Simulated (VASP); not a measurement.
# TaSi2 (P6_222) in VASP: single point with r2SCAN

Aim: the single point of TaSi2 with r2SCAN.

All numbers are computed with VASP 6.6.1; they aren't measurements. Logs are shortened: lines on timing, memory, paths and dates and some standing lists are left out, and cuts for length are marked.

### Step 1. The cell of the first run

It takes space group P6_222 (No. 180, hexagonal). Conventional cell: a = 4.726 Å, b = 4.726 Å, c = 6.505 Å, α = 90.00°, β = 90.00°, γ = 120.00°. Ta (site symmetry 222) has 10 Si at 2.58 to 2.80 Å and 4 Ta at 3.21 Å within 3.4 Å. Within 3.3 Å of Si (site symmetry 2) lie 9 Si at 2.53 to 3.29 Å and 5 Ta at 2.58 to 2.80 Å.

### Step 2. Single point, r2SCAN (13.98 Å³/atom)

POSCAR

```
TaSi2
1.0
    4.7256465731      0.0000000000      0.0000000000
   -2.3628232865      4.0925299817      0.0000000000
    0.0000000000      0.0000000000      6.5048198185
Ta Si
3 6
Direct
    0.5000000000      0.0000000000      0.5000000000
    0.5000000000      0.5000000000      0.8333333333
    0.0000000000      0.5000000000      0.1666666667
    0.1584368112      0.3168736223      0.5000000000
    0.8415631888      0.1584368112      0.8333333333
    0.6831263777      0.8415631888      0.1666666667
    0.8415631888      0.6831263777      0.5000000000
    0.1584368112      0.8415631888      0.8333333333
    0.3168736223      0.1584368112      0.1666666667
```

INCAR.step1

```
SYSTEM = TaSi2
ALGO = Normal
EDIFF = 1E-4
ENCUT = 520
GGA = PE
ISMEAR = 0
LASPH = .TRUE.
LCHARG = .FALSE.
LREAL = .FALSE.
LWAVE = .TRUE.
NBANDS = 38
NELM = 60
PREC = Accurate
SIGMA = 0.1
```

INCAR.step2

```
SYSTEM = TaSi2
ALGO = Normal
EDIFF = 1E-6
ENCUT = 520
ISIF = 2
ISMEAR = 0
ISTART = 1
LASPH = .TRUE.
LCHARG = .TRUE.
LELF = .TRUE.
LMIXTAU = .TRUE.
LREAL = .FALSE.
LVHAR = .TRUE.
LWAVE = .FALSE.
METAGGA = R2SCAN
NBANDS = 38
NELM = 60
PREC = Accurate
SIGMA = 0.1
```

KPOINTS

```
k-points
0
G
  12 12 6
  0 0 0
```

Potentials or basis: VASP PAW PBE potentials, release 64 (Ta_pv, Si).

On the command line:

```console
$ cat potpaw_PBE.64/Ta_pv/POTCAR potpaw_PBE.64/Si/POTCAR > POTCAR
$ cp INCAR.step1 INCAR
$ mpirun -np 1 vasp_std > vasp.out
$ cp INCAR.step2 INCAR
$ mpirun -np 1 vasp_std > vasp.out
```

OUTCAR:

```text
SYSTEM = TaSi2
   EDIFF = 1E-6
   ENCUT = 520
   ISIF = 2
   ISMEAR = 0
   ISTART = 1
   LASPH = .TRUE.
   LREAL = .FALSE.
   METAGGA = R2SCAN
   NELM = 60
   PREC = Accurate

 ion  position               nearest neighbor table
   1  0.500  0.000  0.500-   5 2.58   8 2.58   6 2.58   9 2.58   4 2.70   7 2.70   4 2.70   7 2.70
                             4 2.80   7 2.80   2 3.21   2 3.21   3 3.21   3 3.21
   2  0.500  0.500  0.833-   4 2.58   7 2.58   6 2.58   9 2.58   8 2.70   5 2.70   8 2.70   5 2.70
                             8 2.80   5 2.80   1 3.21   1 3.21   3 3.21   3 3.21
   3  0.000  0.500  0.167-   4 2.58   7 2.58   5 2.58   8 2.58   6 2.70   9 2.70   9 2.70   6 2.70
                             6 2.80   9 2.80   1 3.21   1 3.21   2 3.21   2 3.21
   4  0.158  0.317  0.500-   9 2.53   5 2.53   2 2.58   3 2.58   7 2.59   1 2.70   1 2.70   1 2.80
                             7 2.80   7 2.80   8 3.12   6 3.12
   5  0.842  0.158  0.833-   4 2.53   6 2.53   1 2.58   3 2.58   8 2.59   2 2.70   2 2.70   2 2.80
                             8 2.80   8 2.80   7 3.12   9 3.12
   6  0.683  0.842  0.167-   7 2.53   5 2.53   1 2.58   2 2.58   9 2.59   3 2.70   3 2.70   3 2.80
                             9 2.80   9 2.80   4 3.12   8 3.12
   7  0.842  0.683  0.500-   6 2.53   8 2.53   2 2.58   3 2.58   4 2.59   1 2.70   1 2.70   1 2.80
                             4 2.80   4 2.80   5 3.12   9 3.12
   8  0.158  0.842  0.833-   7 2.53   9 2.53   1 2.58   3 2.58   5 2.59   2 2.70   2 2.70   2 2.80
                             5 2.80   5 2.80   4 3.12   6 3.12
   9  0.317  0.158  0.167-   4 2.53   8 2.53   1 2.58   2 2.58   6 2.59   3 2.70   3 2.70   3 2.80
                             6 2.80   6 2.80   7 3.12   5 3.12

  LATTYP: Found a hexagonal cell.
 ALAT       =     4.7256465731
 C/A-ratio  =     1.3764930826

  Lattice vectors:

 A1 = (   4.7256465731,   0.0000000000,   0.0000000000)
 A2 = (  -2.3628232865,   4.0925299817,   0.0000000000)
 A3 = (   0.0000000000,   0.0000000000,   6.5048198185)

Analysis of symmetry for initial positions (statically):
=====================================================================
 Subroutine PRICEL returns:
 Original cell was already a primitive cell.

 Routine SETGRP: Setting up the symmetry group for a
 hexagonal supercell.

 Subroutine GETGRP returns: Found 12 space group operations
 (whereof  4 operations were pure point group operations)
 out of a pool of 24 trial point group operations.

The static configuration has the point symmetry D_2 .
 The point group associated with its full space group is D_6 .

Analysis of symmetry for dynamics (positions and initial velocities):
[... 138 lines left out ...]
   NUPDOWN=      -1.0000    fix difference up-down
   EMIN   =  10.00;   EMAX   =-10.00  energy-range for DOS
   EFERMI =   0.00;   METHOD = LEGACY
   ISMEAR =     0;   SIGMA  =   0.10  broadening in eV -4-tet -1-fermi 0-gaus
   EFERMI_NEDOS =   21; number of points for ismear=-14 and -15
   IALGO  =     38    algorithm
   IMIX   =      4    mixing-type and parameters
     AMIX     =   0.40;   BMIX     =  1.00
     AMIX_MAG =   1.60;   BMIX_MAG =  1.00
  volume/ion in A,a.u.               =      13.98        94.33
  Fermi-wavevector in a.u.,A,eV,Ry     =   1.257391  2.376124 21.511246  1.581032
  Thomas-Fermi vector in A             =   2.391052
   LORBIT       =      0    0 simple, 1 ext, 2 COOP (PROOUT), +10 PAW based schemes
   METAGGA = R2SCAN    functional components
   LHFCALC =     F    Hartree Fock is set to
   AEXX    =    0.0000 exact exchange contribution
   IVDW    =     0    specifies the selected vdW correction
   LEPSILON=     F    determine dielectric tensor
   LRPA    =     F    only Hartree local field effects (RPA)
 non-spin polarized calculation
 Gauss-broadening in eV      SIGMA  =   0.10
  energy-cutoff  :      520.00
  volume of cell :      125.80
 maximum number of plane-waves:      3420
 NGX is ok and might be reduce to    36
   NGX = 17   NGY = 17   NGZ = 25

 number of electron      56.9999999 magnetization

 Free energy of the ion-electron system (eV)
  ---------------------------------------------------
  ext. energy  EPLUGINS =         0.00000000
  ---------------------------------------------------
  free energy    TOTEN  =      -202.34341920 eV

  energy without entropy =     -202.32846668  energy(sigma->0) =     -202.33594294

 E-fermi :   9.7527     XC(G=0): -13.1623

 val. band max:        9.7408787176   @ k =   0.4167   0.0833   0.0000
 cond. band min:       9.7638008591   @ k =   0.3333   0.0833   0.5000
 fundamental gap:      0.0229221414
 Fermi energy:         9.7527318541

 k-point     1 :       0.0000    0.0000    0.0000
  band No.  band energies     occupation
      1     -25.7847      2.00000
      2     -25.7847      2.00000
      3     -25.7822      2.00000
      4     -25.7065      2.00000
      5     -25.7065      2.00000
      6     -25.5873      2.00000
[... 973 lines left out ...]
     37      14.1768      0.00000
     38      14.5417      0.00000

 [... further k-points ...]

------------------------ aborting loop because EDIFF is reached ----------------------------------------

  FORCE on cell =-STRESS in cart. coord.  units (eV):
  Direction    XX          YY          ZZ          XY          YZ          ZX
  --------------------------------------------------------------------------------------
  -------------------------------------------------------------------------------------
  Total        5.2377963      5.2377963      5.1514391      0.0000000     -0.0000000      0.0000000
  in kB       66.7069070     66.7069070     65.6070893      0.0000000     -0.0000000      0.0000000
  external PRESSURE =      66.3403011 kB  Pullay stress =       0.0000000 kB

 VOLUME and BASIS-vectors are now :
 -----------------------------------------------------------------------------
  energy-cutoff  :      520.00
  volume of cell :      125.80
      direct lattice vectors                 reciprocal lattice vectors
     4.725646573  0.000000000  0.000000000     0.211611255  0.122173815  0.000000000
    -2.362823286  4.092529982  0.000000000     0.000000000  0.244347630  0.000000000
     0.000000000  0.000000000  6.504819818     0.000000000  0.000000000  0.153732160

 POSITION                                       TOTAL-FORCE (eV/Angst)
 -----------------------------------------------------------------------------------
      2.36282      0.00000      3.25241         0.000000      0.000000      0.000000
      1.18141      2.04626      5.42068        -0.000000      0.000000     -0.000000
     -1.18141      2.04626      1.08414         0.000000      0.000000     -0.000000
      0.00000      1.29681      3.25241        -0.000000     -0.008452      0.000000
      3.60257      0.64841      5.42068         0.007320     -0.004226     -0.000000
      1.23975      3.44412      1.08414         0.007320      0.004226      0.000000
      2.36282      2.79572      3.25241         0.000000      0.008452     -0.000000
     -1.23975      3.44412      5.42068        -0.007320      0.004226      0.000000
      1.12307      0.64841      1.08414        -0.007320     -0.004226      0.000000
 -----------------------------------------------------------------------------------
    total drift:                               -0.000000      0.000000      0.000000

  FREE ENERGIE OF THE ION-ELECTRON SYSTEM (eV)
  ---------------------------------------------------
  free  energy   TOTEN  =      -202.3434191956 eV

  energy  without entropy=     -202.3284666804  energy(sigma->0) =     -202.33594294
```

Wall time 12 min (1 thread of Intel Xeon Platinum 8488C (Sapphire Rapids), shared host); peak memory 0.44 GiB.

What came out:

* Free energy: -202.3434 eV
* Pressure: 6.6 GPa
* Largest force: 0.008 eV/Å
* Band gap on the k mesh: zero (an odd number of electrons rules out a gap without spin polarisation)

Forces in eV/Å, atoms in the order of the input:
```
Ta   0.000  0.000  0.000
Ta   0.000  0.000  0.000
Ta   0.000  0.000  0.000
Si   0.000 -0.008  0.000
Si   0.007 -0.004  0.000
Si   0.007  0.004  0.000
Si   0.000  0.008  0.000
Si  -0.007  0.004  0.000
Si  -0.007 -0.004  0.000
```

Caveat: the cell stands under pressure; the PAW data sets were made with another functional, which shifts forces and pressure a little; spin-orbit coupling is left out, which moves the levels of the heavy elements; an odd number of electrons without spin polarisation forces a metal; a magnetic or distorted state may lie lower.

The gap in the log of VASP goes by the Fermi energy; the results here count the filled bands.